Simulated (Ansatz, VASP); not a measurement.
**Ir: VASP beside Ansatz**

```
CELL_PARAMETERS angstrom
-1.52367 1.52367 1.52367
1.52367 -1.52367 1.52367
1.52367 1.52367 -1.52367
ATOMIC_POSITIONS crystal
Ir 0.00000 0.00000 0.00000
```

Alike in both runs: task relaxation of cell and atoms; functional BLYP; k mesh 14 × 14 × 14; occupations fermi-dirac, width 0.1 eV; no spin polarisation.

|  | VASP | Ansatz |
| --- | --- | --- |
| version | VASP 6.6.1 | Ansatz 0.2.0 |
| potentials or method | VASP PAW PBE potentials, release 64 (Ir_sv_GW), cutoff 560 eV | plane waves (420 eV) with PAW, scalar-relativistic |
| valence electrons in the cell | 17 | 17 |

```tsv
	VASP	Ansatz	Ansatz less VASP
relaxed volume (Å³/atom)	15.81	15.88	+0.071
relaxed length of the cell vector where the two differ most in proportion (Å)	2.738	2.742	+0.0041
```

VASP's potentials were made for PBE, not for BLYP.

Neither program's run includes spin-orbit coupling.
